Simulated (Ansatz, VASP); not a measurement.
## One calculation of PbS, two programs

```
Pb S
1.0
     0.00000    2.92587    2.92587
     2.92587    0.00000    2.92587
     2.92587    2.92587    0.00000
Pb S
1 1
Direct
  0.00000 0.00000 0.00000
  0.50000 0.50000 0.50000
```

Alike in both runs: task single point; functional r2SCAN; k mesh 7 × 7 × 7; occupations methfessel-paxton of order 1, width 0.0176 eV; collinear spin.

```csv
,VASP,Ansatz
version,VASP 6.6.1,Ansatz 0.2.0
potentials or method,"VASP PAW PBE potentials, release 64 (Pb_d, S), cutoff 550 eV",PAW plane waves
valence electrons in the cell,20,20
```

|  | VASP | Ansatz | Ansatz less VASP |
| --- | --- | --- | --- |
| pressure (GPa) | 4.1 | 4.1 | 0.00 |
| net moment per atom (μB) | 0.00 | 0.00 | 0.000 |

VASP's potentials were made for PBE, not for r2SCAN. Ansatz's warnings: no starting moments, stability check not made.

Neither program's run includes spin-orbit coupling.
